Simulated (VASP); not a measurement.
Wanted: the native input for a VASP 6.6.1 run.

```yaml
Task: single point
Functional: PBE
Potentials_or_basis: VASP PAW PBE potentials, release 64 (K_sv, Pt, O)
Cutoff: 520 eV
k_mesh: 6 × 6 × 4
Occupations: gaussian, width 0.1 eV
Spin: no spin polarisation
Dipole_correction: no
Further_INCAR_settings: ALGO = Normal; EDIFF = 1e-07; NBANDS = 28
```

The structure of K2PtO2 lies in POSCAR:

```
K2PtO2
1.0
    4.4691406759      0.0000000000      0.0000000000
   -2.2345703379      3.8703893585      0.0000000000
    0.0000000000      0.0000000000      6.1153349347
K Pt O
2 1 2
Direct
    0.3333333333      0.6666666667      0.7663000000
    0.6666666667      0.3333333333      0.2337000000
    0.0000000000      0.0000000000      0.0000000000
    0.3333333333      0.6666666667      0.5744000000
    0.6666666667      0.3333333333      0.4256000000
```

One way to write it, as run:

INCAR

```
PREC = Accurate ; ENCUT = 520
EDIFF = 1E-7 ; ISMEAR = 0
SIGMA = 0.1 ; LREAL = F
LASPH = T ; NELM = 80
ALGO = Normal ; ISIF = 2
LWAVE = F ; LCHARG = F
GGA = PE ; NBANDS = 28
```

KPOINTS

```
Automatic mesh
0
Gamma
  6 6 4
```

Potentials or basis: VASP PAW PBE potentials, release 64 (K_sv, Pt, O).

Run with:

```bash
$ cat potpaw_PBE.64/K_sv/POTCAR potpaw_PBE.64/Pt/POTCAR potpaw_PBE.64/O/POTCAR > POTCAR
$ mpirun -np 1 vasp_std > vasp.out
```

Results of the run:

* Pressure: 85.8 GPa
* Largest force: 69.674 eV/Å
* Band gap on the k mesh: zero (bands 20 and 21 overlap by 0.56 eV)

Caveat: atoms lie so close that the PAW spheres overlap strongly, which falsifies energies and pressures; the cell stands under pressure; spin-orbit coupling is left out, which moves the levels of the heavy elements; forces of over 1 eV/Å act on the atoms, so gaps and moduli don't describe the material at rest.

Wall time 43 s on 1 thread of AMD EPYC 9R45 96-Core Processor (Zen 5) (shared host), peak memory 0.25 GiB.
